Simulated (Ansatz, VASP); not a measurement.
Two plane-wave programs on KF

The input INCAR:

```
ALGO = Normal
EDIFF = 1E-6
ENCUT = 520
GGA = PE
ISIF = 2
ISMEAR = 0
LASPH = True
LCHARG = False
LREAL = False
LWAVE = False
NBANDS = 15
NELM = 80
PREC = Accurate
SIGMA = 0.05
```

KPOINTS

```
k-points
0
Gamma
  8 8 8
```

Contents of POSCAR:

```
KF
1.0
    0.0000000000      2.7105354767      2.6088903963
    2.5207979933      0.0000000000      2.6088903963
    2.5207979933      2.7105354767      0.0000000000
K F
1 1
Direct
    0.0000000000      0.0000000000      0.0000000000
    0.5000000000      0.5000000000      0.5000000000
```

Input for Ansatz:

```yaml
crystal:
  lattice:
    - [0.0, 2.7105354767, 2.6088903963]
    - [2.5207979933, 0.0, 2.6088903963]
    - [2.5207979933, 2.7105354767, 0.0]
  atoms:
    - { symbol: K, position: [0.0, 0.0, 0.0] }
    - { symbol: F, position: [0.5, 0.5, 0.5] }
basis:
  ecutwfc: 520.0
kpoints:
  mp_grid: { grid: [8, 8, 8] }
hamiltonian:
  xc: pbe
scf:
  occupations: { method: gaussian, width: 0.05 }
output:
  forces: true
  stress: true
  eigenvalues: true
```

Change from the starting cell: normal strain along x -0.0700, normal strain along z -0.0375.

Alike in both runs: task single point; functional PBE; k mesh 8 × 8 × 8; occupations gaussian, width 0.05 eV; no spin polarisation.

|  | VASP | Ansatz |
| --- | --- | --- |
| version | VASP 6.6.1 | Ansatz 0.2.0 |
| potentials or method | VASP PAW PBE potentials, release 64 (K_sv, F), cutoff 520 eV | scalar-relativistic, plane waves, PAW |
| valence electrons in the cell | 16 | 16 |

Ansatz gave:

```
gap on the k mesh at the Fermi level (eV)                     : 6.44
least direct gap on the mesh (eV)                             : 6.44
pressure (GPa)                                                : 4.6
traceless stress, the component that is largest in VASP (GPa) : 3.13
```

Question: Estimate VASP's values.

Answer: gap on the k mesh at the Fermi level (eV): 6.43; least direct gap on the mesh (eV): 6.43; pressure (GPa): 4.7; traceless stress, the component that is largest in VASP (GPa): 3.25.
